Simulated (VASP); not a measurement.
Here is a VASP 6.6.1 calculation.

INCAR

```
SYSTEM = Pd
PREC = Accurate
ENCUT = 500
EDIFF = 1E-6
ISMEAR = 0
SIGMA = 0.05
LREAL = .FALSE.
LASPH = .TRUE.
NELM = 120
ALGO = Normal
ISIF = 2
LWAVE = .FALSE.
LCHARG = .TRUE.
GGA = PE
LELF = .TRUE.
LVHAR = .TRUE.
NBANDS = 17
GGA_COMPAT = .FALSE.
```

File KPOINTS:

```
Automatic mesh
0
G
  8 8 4
  0 0 0
```

The input POSCAR:

```
Pd
1.0
    2.7710372870      0.0000000000      0.0000000000
   -1.3855186435      2.3997886853      0.0000000000
    0.0000000000      0.0000000000      4.6297428644
Pd
2
Direct
    0.3333333333      0.6666666667      0.7500000000
    0.6666666667      0.3333333333      0.2500000000
```

Potentials or basis: VASP PAW PBE potentials, release 64 (Pd).

Command:

```bash
$ cat potpaw_PBE.64/Pd/POTCAR > POTCAR
$ mpirun -np 1 vasp_std > vasp.out
```

Problem. What does it give for the pressure?

Solution. -0.2 GPa.

Problem. Predict the band gap on the k mesh.

Solution. Zero (band 10 reaches 9.27 eV, above the bottom of band 11 at 8.43 eV).

Stress tensor (GPa, compression positive):
```
-0.29  0.00  0.00
 0.00 -0.29  0.00
 0.00  0.00  0.07
```
